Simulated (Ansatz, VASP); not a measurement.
## One calculation of Cr, two programs

INCAR

```
PREC = Accurate ; ENCUT = 500
EDIFF = 1E-6 ; ISMEAR = -1
SIGMA = 0.1 ; LREAL = F
LASPH = T ; NELM = 120
ALGO = Normal ; ISIF = 2
LWAVE = F ; LCHARG = F
GGA = PE ; NBANDS = 19
GGA_COMPAT = F
```

The input KPOINTS:

```
regular mesh
0
Gamma
  4 8 8
```

File POSCAR:

```
Cr
1.0
   -2.8500000000      2.8500000000      2.8500000000
    0.0000000000      0.0000000000      2.8500000000
    0.0000000000      2.8500000000      0.0000000000
Cr
2
Direct
    0.0000000000      0.0000000000      0.0000000000
    0.5000000000      0.0000000000      0.0000000000
```

Input for Ansatz:

```yaml
crystal:
  atoms:
  - position: [0.0, 0.0, 0.0]
    symbol: Cr
  - position: [0.5, -1.2173498077030226e-17, -1.2173498077030226e-17]
    symbol: Cr
  lattice:
  - [-2.85, 2.85, 2.85]
  - [0.0, 0.0, 2.85]
  - [0.0, 2.85, 0.0]
hamiltonian:
  dispersion: none
  pseudopotentials:
    kind: all_electron
    lapw: {}
    relativity: scalar
  xc: pbe
kpoints:
  mp_grid:
    grid: [4, 8, 8]
    shift: [0, 0, 0]
magnetization: {spin_polarized: false}
output: {forces: true, stress: true}
scf:
  occupations: {method: fermi_dirac, width: 0.1}
```

Alike in both runs: task single point; functional PBE; k mesh 4 × 8 × 8; occupations fermi-dirac, width 0.1 eV; no spin polarisation.

|  | VASP | Ansatz |
| --- | --- | --- |
| version | VASP 6.6.1 | Ansatz 0.2 development build |
| potentials or method | VASP PAW PBE potentials, release 64 (Cr_pv), cutoff 500 eV | all-electron full-potential LAPW, scalar-relativistic |

VASP gave:

* pressure (GPa): -0.5

Q: Estimate Ansatz's values.

A: Pressure (GPa): 0.0.

Ansatz ran all-electron here, and VASP with PAW potentials.

The k mesh is coarse, so the values compare programs but aren't converged.
